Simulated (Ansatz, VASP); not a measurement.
Two plane-wave programs on MgO

Contents of INCAR:

```
PREC = Accurate ; ENCUT = 840
EDIFF = 1E-7 ; ISMEAR = 0
SIGMA = 0.02 ; LREAL = F
LASPH = T ; NELM = 120
ALGO = Normal ; ISIF = 3
LWAVE = F ; LCHARG = F
GGA = CA ; IBRION = 2
NSW = 100 ; EDIFFG = -0.002
GGA_COMPAT = F ; NELMIN = 4
```

Contents of KPOINTS:

```
regular mesh
0
Gamma
  8 8 8
```

POSCAR

```
MgO
1.0
    0.0000000000      2.0816499855      2.0816499855
    2.0816499855      0.0000000000      2.0816499855
    2.0816499855      2.0816499855      0.0000000000
Mg O
1 1
Direct
    0.0000000000      0.0000000000      0.0000000000
    0.5000000000      0.5000000000      0.5000000000
```

Input for Ansatz:

```yaml
crystal:
  lattice:
    - [0.0, 2.0816499855, 2.0816499855]
    - [2.0816499855, 0.0, 2.0816499855]
    - [2.0816499855, 2.0816499855, 0.0]
  atoms:
    - { symbol: Mg, position: [0.0, 0.0, 0.0] }
    - { symbol: O, position: [0.5, 0.5, 0.5] }
basis:
  ecutwfc: 420
kpoints:
  mp_grid: { grid: [8, 8, 8] }
hamiltonian:
  xc: lda
  pseudopotentials: { kind: paw, azcp: { folder: soft_1 } }
scf:
  occupations: { method: gaussian, width: 0.02 }
output:
  forces: true
  stress: true
  eigenvalues: true
relax:
  adjacent_minimum: "off"
  f_tol: 0.002
  max_steps: 80
  cell: { stress_tol: 0.02 }
```

Alike in both runs: task relaxation of cell and atoms; functional LDA; k mesh 8 × 8 × 8; occupations gaussian, width 0.02 eV; no spin polarisation.

|  | VASP | Ansatz |
| --- | --- | --- |
| version | VASP 6.6.1 | Ansatz 0.2.0 |
| potentials or method | VASP PAW LDA potentials, release 64 (Mg_sv, O), cutoff 840 eV | scalar-relativistic, plane waves, PAW |
| valence electrons in the cell | 16 | 16 |

|  | VASP | Ansatz | Ansatz less VASP |
| --- | --- | --- | --- |
| gap on the k mesh at the Fermi level, each at its own relaxed structure (eV) | 5.01 | 5.03 | +0.022 |
| relaxed volume (Å³/atom) | 9.03 | 9.00 | -0.025 |
| relaxed length of the cell vector where the two differ most in proportion (Å) | 2.945 | 2.942 | -0.0027 |

Ansatz warns that its potentials were made for another functional, while VASP's fit it. LDA's correlation is that of Perdew and Zunger in VASP and of Perdew and Wang (1992) in Ansatz.
